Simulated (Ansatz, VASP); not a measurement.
## Two plane-wave programs on HfN

File INCAR:

```
PREC     = Accurate       # precision mode
ENCUT    = 520            # plane-wave cutoff, eV
EDIFF    = 1E-7           # SCF threshold, eV
ISMEAR   = 0              # smearing method
SIGMA    = 0.15           # smearing width, eV
LREAL    = F              # projectors in reciprocal space
LASPH    = T              # aspherical terms in the spheres
NELM     = 80             # most SCF steps
ALGO     = Normal         # electronic algorithm
ISIF     = 2              # what is computed and relaxed
LWAVE    = F              # write WAVECAR
LCHARG   = F              # write CHGCAR
GGA      = PE             # functional
NBANDS   = 14             # bands
```

The input KPOINTS:

```
Automatic mesh
0
Gamma
  16 16 16
```

The input POSCAR:

```
HfN
1.0
    0.0000000000      2.2738140414      2.2738140414
    2.2738140414      0.0000000000      2.2738140414
    2.2738140414      2.2738140414      0.0000000000
Hf N
1 1
Direct
   -0.0006695498      0.0006695498      0.0006695498
    0.5085319202      0.4914680798      0.4914680798
```

Input for Ansatz:

```yaml
crystal:
  lattice:
    - [0.0, 2.2738140414, 2.2738140414]
    - [2.2738140414, 0.0, 2.2738140414]
    - [2.2738140414, 2.2738140414, 0.0]
  atoms:
    - { symbol: Hf, position: [-0.0006695498, 0.0006695498, 0.0006695498] }
    - { symbol: "N", position: [0.5085319202, 0.4914680798, 0.4914680798] }
basis:
  ecutwfc: 520.0
kpoints:
  mp_grid: { grid: [16, 16, 16] }
hamiltonian:
  xc: pbe
  pseudopotentials: { kind: paw, azcp: { folder: soft_1 } }
scf:
  occupations: { method: gaussian, width: 0.15 }
output:
  forces: true
  stress: true
  eigenvalues: true
```

Change from the starting cell: mode 4 frozen in at -0.039 Å and mode 6 at +0.000 Å (largest displacements).

Alike in both runs: task single point; functional PBE; k mesh 16 × 16 × 16; occupations gaussian, width 0.15 eV; no spin polarisation.

|  | VASP | Ansatz |
| --- | --- | --- |
| version | VASP 6.6.1 | Ansatz 0.2.0 |
| potentials or method | VASP PAW PBE potentials, release 64 (Hf_pv, N), cutoff 520 eV | scalar-relativistic, plane waves, PAW |
| valence electrons in the cell | 15 | 31 |

VASP gave:

* gap on the k mesh at the Fermi level (eV): none
* pressure (GPa): -2.1
* traceless stress, the component that is largest in VASP (GPa): 0.43
* rms of the force components (eV/Å): 0.264

Task: Which values does Ansatz return?

Result: gap on the k mesh at the Fermi level (eV): none; pressure (GPa): 0.2; traceless stress, the component that is largest in VASP (GPa): 0.43; rms of the force components (eV/Å): 0.265.

Atom by atom the forces differ by 0.001 eV/Å (rms over components). A gap of «none» marks a metal or a gap that the smearing closes. VASP's potentials hold 15 valence electrons a cell and Ansatz's 31, so a difference there can come from the potentials and not from the codes.

Neither program's run includes spin-orbit coupling.
